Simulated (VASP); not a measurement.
Set up this calculation in VASP 6.6.1, as the native input.

```yaml
Task: single point
Functional: PBEsol
Potentials_or_basis: VASP PAW PBE potentials, release 64 (Sr_sv, Ti_sv, O)
Cutoff: 520 eV
k_mesh: 8 × 8 × 8
Occupations: gaussian, width 0.05 eV
Spin: no spin polarisation
Dipole_correction: no
Further_INCAR_settings: ALGO = Normal; EDIFF = 1e-06; NBANDS = 28
```

The structure of SrTiO3 lies in POSCAR:

```
SrTiO3
1.0
    3.8913815400      0.0000000000      0.0000000000
    0.0000000000      3.8913815400      0.0000000000
    0.0000000000      0.0000000000      3.8913815400
Sr Ti O
1 1 3
Direct
    0.0048145112      0.0000000000      0.0000000000
    0.5118852015      0.5000000000      0.5000000000
   -0.0194219610      0.5000000000      0.5000000000
    0.4787479076      0.0000000000      0.5000000000
    0.4787479076      0.5000000000      0.0000000000
```

These files were run (other wordings do the same):

INCAR

```
SYSTEM = SrTiO3
  PREC = Accurate
  ENCUT = 520
  EDIFF = 1E-6
  ISMEAR = 0
  SIGMA = 0.05
  LREAL = .FALSE.
  LASPH = .TRUE.
  NELM = 80
  ALGO = Normal
  ISIF = 2
  LWAVE = .FALSE.
  LCHARG = .TRUE.
  GGA = PS
  LELF = .TRUE.
  LVHAR = .TRUE.
  NBANDS = 28
```

KPOINTS

```
regular mesh
0
G
  8 8 8
  0 0 0
```

Potentials or basis: VASP PAW PBE potentials, release 64 (Sr_sv, Ti_sv, O).

Run with:

```console
$ cat potpaw_PBE.64/Sr_sv/POTCAR potpaw_PBE.64/Ti_sv/POTCAR potpaw_PBE.64/O/POTCAR > POTCAR
$ mpirun -np 1 vasp_std > vasp.out
```

It gave:

The pressure is 1.7 GPa. The largest force is 0.417 eV/Å and the band gap on the k mesh is 1.87 eV, indirect (least direct gap 2.39 eV).

Caveat: the PAW data sets were made with another functional, which shifts forces and pressure a little.

Wall time 4.3 min on 1 thread of Intel(R) Xeon(R) Platinum 8259CL CPU @ 2.50GHz (Skylake/Cascade Lake), on a shared host, peak memory 0.25 GiB.
